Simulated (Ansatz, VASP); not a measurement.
## Two plane-wave programs on Cd3TeSe2

```
Cd Te Se
1.0
     4.48156    0.00000    0.00000
    -2.24078    3.88114    0.00000
     0.00000    0.00000   10.98005
Cd Te Se
3 1 2
Direct
  0.00000 0.00000 0.01306
  0.66667 0.33333 0.33368
  0.33333 0.66667 0.65264
  0.00000 0.00000 0.75267
  0.66667 0.33333 0.08893
  0.33333 0.66667 0.40901
```

Alike in both runs: functional PBE; k mesh 12 × 12 × 4; occupations gaussian, width 0.01 eV; no spin polarisation.

Ansatz relaxed the structure, and its values are those at the end. VASP's run is a single point on that final structure, the one shown.

|  | VASP | Ansatz |
| --- | --- | --- |
| version | VASP 6.6.1 | Ansatz 0.2.0 |
| potentials or method | VASP PAW PBE potentials, release 64 (Cd, Te, Se), cutoff 520 eV | scalar-relativistic, plane waves, PAW |
| valence electrons in the cell | 54 | 108 |

|  | VASP | Ansatz | Ansatz less VASP |
| --- | --- | --- | --- |
| gap on the k mesh at the Fermi level (eV) | 0.09 | 0.09 | +0.004 |
| least direct gap on the mesh (eV) | 0.09 | 0.09 | +0.004 |
| pressure (GPa) | 0.2 | 0.0 | -0.19 |
| rms of the force components (eV/Å) | 0.004 | 0.001 | -0.0033 |

With one functional, cell and mesh, what is left measures potentials, basis and numerics. VASP's potentials hold 54 valence electrons a cell and Ansatz's 108, so a difference there can come from the potentials and not from the codes.

Spin-orbit coupling is off throughout.
